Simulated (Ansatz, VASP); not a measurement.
## PbSe2I2 in VASP and in Ansatz

```
CELL_PARAMETERS angstrom
-3.20901 3.20901 4.21588
3.20901 -3.20901 4.21588
3.20901 3.20901 -4.21588
ATOMIC_POSITIONS crystal
Pb 0.00000 0.00000 0.00000
Se 0.63299 0.63299 0.00000
Se 0.36701 0.36701 0.00000
I 0.75000 0.25000 0.50000
I 0.25000 0.75000 0.50000
```

Alike in both runs: functional PBE; k mesh 8 × 8 × 8; occupations gaussian, width 0.1 eV; no spin polarisation.

Ansatz relaxed the structure, and its values are those at the end. VASP's run is a single point on that final structure, the one shown.

|  | VASP | Ansatz |
| --- | --- | --- |
| version | VASP 6.6.1 | Ansatz 0.2.0 |
| potentials or method | VASP PAW PBE potentials, release 64 (Pb_d, Se, I), cutoff 520 eV | scalar-relativistic, plane waves, PAW |
| valence electrons in the cell | 40 | 80 |

|  | VASP | Ansatz | Ansatz less VASP |
| --- | --- | --- | --- |
| gap on the k mesh at the Fermi level (eV) | none | none | - |
| pressure (GPa) | 0.0 | 0.0 | -0.02 |
| rms of the force components (eV/Å) | 0.013 | 0.001 | -0.0125 |

A gap of «none» marks a metal or a gap that the smearing closes. VASP's potentials hold 40 valence electrons a cell and Ansatz's 80, so a difference there can come from the potentials and not from the codes.

Neither program's run includes spin-orbit coupling.
